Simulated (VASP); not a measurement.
Wanted: the native input for a VASP 6.6.1 run.

```yaml
Task: single point
Functional: r2SCAN
Potentials_or_basis: VASP PAW PBE potentials, release 64 (Na_pv, Ba_sv, Ir, O)
Cutoff: 520 eV
k_mesh: 7 × 7 × 7
Occupations: gaussian, width 0.0441 eV
Spin: no spin polarisation
Dipole_correction: no
Further_INCAR_settings: ALGO = Normal; EDIFF = 1e-06; NBANDS = 47
```

Ba2NaIrO6:

```
Na Ba Ir O
1.0
     0.00000    4.08930    4.08930
     4.08930    0.00000    4.08930
     4.08930    4.08930    0.00000
Na Ba Ir O
1 2 1 6
Direct
  0.50000 0.50000 0.50000
  0.25000 0.25000 0.25000
  0.75000 0.75000 0.75000
  0.00000 0.00000 0.00000
  0.77600 0.22400 0.22400
  0.22400 0.77600 0.22400
  0.22400 0.77600 0.77600
  0.77600 0.22400 0.77600
  0.22400 0.22400 0.77600
  0.77600 0.77600 0.22400
```

The input as run:

POSCAR

```
Ba2NaIrO6
1.0
    0.0000000000      4.0893000000      4.0893000000
    4.0893000000      0.0000000000      4.0893000000
    4.0893000000      4.0893000000      0.0000000000
Na Ba Ir O
1 2 1 6
Direct
    0.5000000000      0.5000000000      0.5000000000
    0.2500000000      0.2500000000      0.2500000000
    0.7500000000      0.7500000000      0.7500000000
    0.0000000000      0.0000000000      0.0000000000
    0.7760000000      0.2240000000      0.2240000000
    0.2240000000      0.7760000000      0.2240000000
    0.2240000000      0.7760000000      0.7760000000
    0.7760000000      0.2240000000      0.7760000000
    0.2240000000      0.2240000000      0.7760000000
    0.7760000000      0.7760000000      0.2240000000
```

INCAR.step1

```
SYSTEM = Ba2NaIrO6
  PREC = Accurate
  ENCUT = 520
  ISMEAR = 0
  SIGMA = 0.0441
  LREAL = .FALSE.
  LASPH = .TRUE.
  NELM = 100
  NBANDS = 47
  GGA = PE
  ALGO = Normal
  EDIFF = 1E-4
  LWAVE = .TRUE.
  LCHARG = .FALSE.
```

INCAR.step2

```
SYSTEM = Ba2NaIrO6
  PREC = Accurate
  ENCUT = 520
  EDIFF = 1E-6
  ISMEAR = 0
  SIGMA = 0.0441
  LREAL = .FALSE.
  LASPH = .TRUE.
  NELM = 100
  ALGO = Normal
  ISIF = 2
  LWAVE = .FALSE.
  LCHARG = .FALSE.
  METAGGA = R2SCAN
  LMIXTAU = .TRUE.
  NBANDS = 47
  ISTART = 1
```

KPOINTS

```
regular mesh
0
G
  7 7 7
  0 0 0
```

Potentials or basis: VASP PAW PBE potentials, release 64 (Na_pv, Ba_sv, Ir, O).

Launch:

```bash
$ cat potpaw_PBE.64/Na_pv/POTCAR potpaw_PBE.64/Ba_sv/POTCAR potpaw_PBE.64/Ir/POTCAR potpaw_PBE.64/O/POTCAR > POTCAR
$ cp INCAR.step1 INCAR
$ mpirun -np 1 vasp_std > vasp.out
$ cp INCAR.step2 INCAR
$ mpirun -np 1 vasp_std > vasp.out
```

Results of the run:

```json
{
 "Pressure": "13.0 GPa",
 "Largest force": "2.678 eV/Å",
 "Band gap on the k mesh": "zero (bands 36 and 37 overlap by 0.11 eV)"
}
```

Caveat: the cell stands under pressure; the PAW data sets were made with another functional, which shifts forces and pressure a little; spin-orbit coupling is left out, which moves the levels of the heavy elements.

It took 8.2 min on 1 thread of Intel(R) Xeon(R) Platinum 8375C CPU @ 2.90GHz (Ice Lake), on a shared host, peak memory 0.43 GiB.
